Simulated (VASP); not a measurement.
# ZrC4 (I4/m) in VASP: single point with PBE

Aim: the single point of ZrC4 with PBE.

All numbers are computed with VASP 6.6.1; they aren't measurements. Logs are shortened: lines on timing, memory, paths and dates and some standing lists are left out, and cuts for length are marked.

## Step 1: The cell of the first run

Symmetry: I4/m, No. 87, tetragonal system. The conventional cell has a = 5.360 Å, b = 5.360 Å, c = 3.445 Å, α = 90.00°, β = 90.00°, γ = 90.00°. Zr (site symmetry 4/m) has 16 C at 2.35 to 3.15 Å within 3.2 Å. Within 1.9 Å of C (site symmetry m) lie 1 C at 1.44 Å.

The cell was generated, and may not be a known phase.

## Step 2: Single point, PBE

Input file INCAR:

```
ALGO = Normal
EDIFF = 1E-6
ENCUT = 1300
GGA = PE
GGA_COMPAT = False
ISIF = 2
ISMEAR = 0
LASPH = True
LCHARG = True
LELF = True
LREAL = False
LVHAR = True
LWAVE = False
NBANDS = 22
NELM = 120
PREC = Accurate
SIGMA = 0.1
```

Input file KPOINTS:

```
k-points
0
Gamma
  6 6 6
```

Input file POSCAR:

```
ZrC4
1.0
   -2.6800953926      2.6800953926      1.7223346960
    2.6800953926     -2.6800953926      1.7223346960
    2.6800953926      2.6800953926     -1.7223346960
Zr C
1 4
Direct
    0.0000000000      0.0000000000      0.0000000000
    0.5766546326      0.8895822309      0.4662368635
    0.8895822309      0.4233453674      0.3129275984
    0.1104177691      0.5766546326      0.6870724016
    0.4233453674      0.1104177691      0.5337631365
```

Potentials or basis: VASP PAW PBE potentials, release 64 (Zr_sv, C_h).

Command:

```bash
cat potpaw_PBE.64/Zr_sv/POTCAR potpaw_PBE.64/C_h/POTCAR > POTCAR
mpirun -np 1 vasp_std > vasp.out
```

OUTCAR:

```text
EDIFF = 1E-6
   ENCUT = 1300
   GGA = PE
   ISIF = 2
   ISMEAR = 0
   LASPH = True
   LREAL = False
   NELM = 120
   PREC = Accurate

 ion  position               nearest neighbor table
   1  0.000  0.000  0.000-   5 2.35   2 2.35   4 2.35   3 2.35
   2  0.577  0.890  0.466-   5 1.44   1 2.35
   3  0.890  0.423  0.313-   4 1.44   1 2.35
   4  0.110  0.577  0.687-   3 1.44   1 2.35
   5  0.423  0.110  0.534-   2 1.44   1 2.35

  LATTYP: Found a body centered tetragonal cell.
 ALAT       =     5.3601907852
 C/A-ratio  =     0.6426393257

  Lattice vectors:

 A1 = (  -2.6800953926,   2.6800953926,   1.7223346960)
 A2 = (   2.6800953926,  -2.6800953926,   1.7223346960)
 A3 = (   2.6800953926,   2.6800953926,  -1.7223346960)

Analysis of symmetry for initial positions (statically):
=====================================================================
 Subroutine PRICEL returns:
 Original cell was already a primitive cell.

 Routine SETGRP: Setting up the symmetry group for a
 body centered tetragonal supercell.

 Subroutine GETGRP returns: Found  8 space group operations
 (whereof  8 operations were pure point group operations)
 out of a pool of 16 trial point group operations.

The static configuration has the point symmetry C_4h.

Analysis of symmetry for dynamics (positions and initial velocities):
=====================================================================
 Subroutine PRICEL returns:
 Original cell was already a primitive cell.

 Routine SETGRP: Setting up the symmetry group for a
 body centered tetragonal supercell.

 Subroutine GETGRP returns: Found  8 space group operations
 (whereof  8 operations were pure point group operations)
 out of a pool of 16 trial point group operations.

The dynamic configuration has the point symmetry C_4h.

 Subroutine INISYM returns: Found  8 space group operations
 (whereof  8 operations are pure point group operations),
 and found     1 'primitive' translations

----------------------------------------------------------------------------------------

                                     Primitive cell

  volume of cell :      49.4855

  direct lattice vectors                    reciprocal lattice vectors
    -2.680095393  2.680095393  1.722334696     0.000000000  0.186560524  0.290303622
     2.680095393 -2.680095393  1.722334696     0.186560524  0.000000000  0.290303622
     2.680095393  2.680095393 -1.722334696     0.186560524  0.186560524  0.000000000

  length of vectors
     4.163203026  4.163203026  4.163203026     0.345081181  0.345081181  0.263836423

  position of ions in fractional coordinates (direct lattice)
     0.000000000  0.000000000  0.000000000
     0.576654633  0.889582231  0.466236864
     0.889582231  0.423345367  0.312927598
     0.110417769  0.576654633  0.687072402
     0.423345367  0.110417769  0.533763136

  ion indices of the primitive-cell ions
   primitive index   ion index
                 1           1
                 2           2
                 3           3
                 4           4
                 5           5

----------------------------------------------------------------------------------------

 KPOINTS: k-points

Automatic generation of k-mesh.
 Grid dimensions read from file:
 generate k-points for:    6    6    6

 Generating k-lattice:

  Cartesian coordinates                     Fractional coordinates (reciprocal lattice)
     0.000000000  0.031093421  0.048383937     0.166666667  0.000000000  0.000000000
     0.031093421  0.000000000  0.048383937     0.000000000  0.166666667  0.000000000
     0.031093421  0.031093421  0.000000000     0.000000000  0.000000000  0.166666667

  Length of vectors
     0.057513530  0.057513530  0.043972737

  Shift w.r.t. Gamma in fractional coordinates (k-lattice)
     0.000000000  0.000000000  0.000000000

 Subroutine IBZKPT returns following result:
 ===========================================

 Found     36 irreducible k-points:

 Following reciprocal coordinates:
            Coordinates               Weight
  0.000000  0.000000  0.000000      1.000000
  0.166667  0.000000 -0.000000      8.000000
  0.333333  0.000000 -0.000000      8.000000
  0.500000 -0.000000  0.000000      4.000000
  0.166667  0.166667  0.000000      8.000000
  0.333333  0.166667  0.000000      8.000000
[... 16 lines left out ...]
 -0.333333  0.333333 -0.166667      4.000000
 -0.166667  0.333333  0.166667      8.000000
 [... further k-points ...]
   k-points           NKPTS =     36   k-points in BZ     NKDIM =     36   number of bands    NBANDS=     22
   number of dos      NEDOS =    301   number of ions     NIONS =      5
   total plane-waves  NPLWV = 125000
   dimension x,y,z NGX =    50 NGY =   50 NGZ =   50
   dimension x,y,z NGXF=   100 NGYF=  100 NGZF=  100
   ions per type =               1   4
   NGX,Y,Z   is equivalent  to a cutoff of  19.97, 19.97, 19.97 a.u.
   NGXF,Y,Z  is equivalent  to a cutoff of  39.93, 39.93, 39.93 a.u.
 SYSTEM =  unknown system
   PREC   = accura    normal or accurate (medium, high low for compatibility)
   ISTART =      0    job   : 0-new  1-cont  2-samecut
   ICHARG =      2    charge: 1-file 2-atom 10-const
   ISPIN  =      1    spin polarized calculation?
   LNONCOLLINEAR =      F non collinear calculations
   LSORBIT =      F    spin-orbit coupling
   LASPH  =      T    aspherical Exc in radial PAW
   ENCUT  = 1300.0 eV  95.55 Ry    9.77 a.u.  12.24 12.24 12.24*2*pi/ulx,y,z
   NELM   =    120;   NELMIN=  2; NELMDL= -5     # of ELM steps
   EDIFF  = 0.1E-05   stopping-criterion for ELM
   LREAL  =      F    real-space projection
   EDIFFG = 0.1E-04   stopping-criterion for IOM
   NSW    =      0    number of steps for IOM
   IBRION =     -1    ionic relax: 0-MD 1-quasi-New 2-CG
   NFREE  =      0    steps in history (QN), initial steepest desc. (CG)
   ISIF   =      2    stress and relaxation
   ISYM   =      2    0-nonsym 1-usesym 2-fastsym
   POTIM  = 0.5000    time-step for ionic-motion
   TEBEG  =    0.0;   TEEND  =   0.0 temperature during run
   PSTRESS=    0.0 pullay stress
   NELECT =      28.0000    total number of electrons
   NUPDOWN=      -1.0000    fix difference up-down
   EMIN   =  10.00;   EMAX   =-10.00  energy-range for DOS
   EFERMI =   0.00;   METHOD = LEGACY
   ISMEAR =     0;   SIGMA  =   0.10  broadening in eV -4-tet -1-fermi 0-gaus
   EFERMI_NEDOS =   21; number of points for ismear=-14 and -15
   IALGO  =     38    algorithm
   IMIX   =      4    mixing-type and parameters
     AMIX     =   0.40;   BMIX     =  1.00
     AMIX_MAG =   1.60;   BMIX_MAG =  1.00
  volume/ion in A,a.u.               =       9.90        66.79
  Fermi-wavevector in a.u.,A,eV,Ry     =   1.354050  2.558784 24.945635  1.833452
  Thomas-Fermi vector in A             =   2.481254
   LORBIT       =      0    0 simple, 1 ext, 2 COOP (PROOUT), +10 PAW based schemes
   GGA     = PE    functional components
   LHFCALC =     F    Hartree Fock is set to
   AEXX    =    0.0000 exact exchange contribution
   IVDW    =     0    specifies the selected vdW correction
   LEPSILON=     F    determine dielectric tensor
   LRPA    =     F    only Hartree local field effects (RPA)
 non-spin polarized calculation
 Gauss-broadening in eV      SIGMA  =   0.10
  energy-cutoff  :     1300.00
  volume of cell :       49.49
 maximum number of plane-waves:      5302
 NGX is ok and might be reduce to    50
   NGX = 25   NGY = 25   NGZ = 25

 number of electron      28.0000000 magnetization

 Free energy of the ion-electron system (eV)
  ---------------------------------------------------
  ext. energy  EPLUGINS =         0.00000000
  ---------------------------------------------------
  free energy    TOTEN  =       -37.26957784 eV

  energy without entropy =      -37.25947060  energy(sigma->0) =      -37.26452422

 E-fermi :   8.9923     XC(G=0): -12.0098

 val. band max:        8.9724611710   @ k =  -0.3333   0.1667   0.0000
 cond. band min:       8.9947961523   @ k =  -0.1667   0.1667   0.1667
 fundamental gap:      0.0223349813
 Fermi energy:         8.9923107947

 k-point     1 :       0.0000    0.0000    0.0000
  band No.  band energies     occupation
      1     -40.5086      2.00000
      2     -18.5161      2.00000
      3     -18.5161      2.00000
      4     -18.3775      2.00000
      5      -9.6646      2.00000
      6       0.0226      2.00000
[... 14 lines left out ...]
     21      16.4265      0.00000
     22      16.7556      0.00000

 k-point     2 :       0.1667    0.0000   -0.0000
  band No.  band energies     occupation
      1     -40.5031      2.00000
      2     -18.5222      2.00000
      3     -18.5173      2.00000
      4     -18.4451      2.00000
      5      -9.3195      2.00000
      6      -2.4534      2.00000
[... 14 lines left out ...]
     21      15.6443      0.00000
     22      16.2320      0.00000

 k-point     3 :       0.3333    0.0000   -0.0000
  band No.  band energies     occupation
      1     -40.4920      2.00000
      2     -18.5920      2.00000
      3     -18.5196      2.00000
      4     -18.5169      2.00000
      5      -8.3561      2.00000
      6      -4.9085      2.00000
[... 14 lines left out ...]
     21      14.7131      0.00000
     22      15.8195      0.00000

 k-point     4 :       0.5000   -0.0000    0.0000
  band No.  band energies     occupation
      1     -40.4864      2.00000
      2     -18.6555      2.00000
      3     -18.5216      2.00000
      4     -18.5206      2.00000
      5      -6.9931      2.00000
      6      -6.7590      2.00000
[... 14 lines left out ...]
     21      15.5094      0.00000
     22      16.0876      0.00000

 k-point     5 :       0.1667    0.1667    0.0000
  band No.  band energies     occupation
      1     -40.4924      2.00000
      2     -18.5859      2.00000
      3     -18.5197      2.00000
      4     -18.5094      2.00000
      5      -8.4255      2.00000
      6      -4.8804      2.00000
[... 417 lines left out ...]
 k-point    22 :      -0.3333    0.3333    0.1667
  band No.  band energies     occupation
      1     -40.5051      2.00000
      2     -18.5987      2.00000
      3     -18.5307      2.00000
      4     -18.3875      2.00000
      5      -9.2855      2.00000
      6      -0.7439      2.00000
[... 14 lines left out ...]
     21      14.4247      0.00000
     22      15.7583      0.00000

 k-point    23 :      -0.3333    0.3333   -0.1667
  band No.  band energies     occupation
      1     -40.5051      2.00000
      2     -18.5986      2.00000
      3     -18.5308      2.00000
      4     -18.3875      2.00000
      5      -9.2850      2.00000
      6      -0.8617      2.00000
[... 14 lines left out ...]
     21      14.2325      0.00000
     22      15.9603      0.00000

 k-point    24 :      -0.1667    0.3333    0.1667
  band No.  band energies     occupation
      1     -40.5004      2.00000
      2     -18.5640      2.00000
      3     -18.5466      2.00000
      4     -18.4503      2.00000
      5      -9.0514      2.00000
      6      -2.5720      2.00000
[... 14 lines left out ...]
     21      14.5970      0.00000
     22      15.7769      0.00000

 [... further k-points ...]
[... 5 lines left out ...]
  --------------------------------------------------------------------------------------
  -------------------------------------------------------------------------------------
  Total       -0.0017655     -0.0017655      0.0222977     -0.0000001     -0.0000000      0.0000000
  in kB       -0.0571608     -0.0571608      0.7219273     -0.0000031     -0.0000000      0.0000000
  external PRESSURE =       0.2025352 kB  Pullay stress =       0.0000000 kB

 VOLUME and BASIS-vectors are now :
 -----------------------------------------------------------------------------
  energy-cutoff  :     1300.00
  volume of cell :       49.49
      direct lattice vectors                 reciprocal lattice vectors
    -2.680095393  2.680095393  1.722334696     0.000000000  0.186560524  0.290303622
     2.680095393 -2.680095393  1.722334696     0.186560524  0.000000000  0.290303622
     2.680095393  2.680095393 -1.722334696     0.186560524  0.186560524  0.000000000

 POSITION                                       TOTAL-FORCE (eV/Angst)
 -----------------------------------------------------------------------------------
      0.00000      0.00000      0.00000        -0.000000     -0.000000     -0.000000
      2.08824      0.41088      1.72233         0.029467     -0.027958     -0.000000
     -0.41088      2.08824      1.72233         0.027958      0.029467      0.000000
      3.09098      0.59186      0.00000        -0.027958     -0.029467     -0.000000
      0.59186      2.26921      0.00000        -0.029467      0.027958      0.000000
 -----------------------------------------------------------------------------------
    total drift:                               -0.000000      0.000000      0.000000

  FREE ENERGIE OF THE ION-ELECTRON SYSTEM (eV)
  ---------------------------------------------------
  free  energy   TOTEN  =       -37.2695778363 eV

  energy  without entropy=      -37.2594706042  energy(sigma->0) =      -37.26452422
```

Run time: 2.8 min. Hardware: 1 thread of Intel Xeon Platinum 8259CL at 2.50GHz (Skylake/Cascade Lake), shared host; peak memory 0.43 GiB.

Results:

| Quantity | Value |
| --- | --- |
| Free energy | -37.2696 eV |
| Pressure | 0.0 GPa |
| Largest force | 0.041 eV/Å |
| Band gap on the k mesh | zero (bands 14 and 15 overlap by 2.01 eV) |

Forces on the atoms (eV/Å):
```
Zr   0.000  0.000  0.000
C    0.029 -0.028  0.000
C    0.028  0.029  0.000
C   -0.028 -0.029  0.000
C   -0.029  0.028  0.000
```

Stress tensor (GPa, compression positive):
```
-0.01  0.00  0.00
 0.00 -0.01  0.00
 0.00  0.00  0.07
```

Caveat: the k points lie up to 0.36 Å⁻¹ apart, too coarse for converged energies and pressures of a metal.

The gap in the log of VASP goes by the Fermi energy; the results here count the filled bands.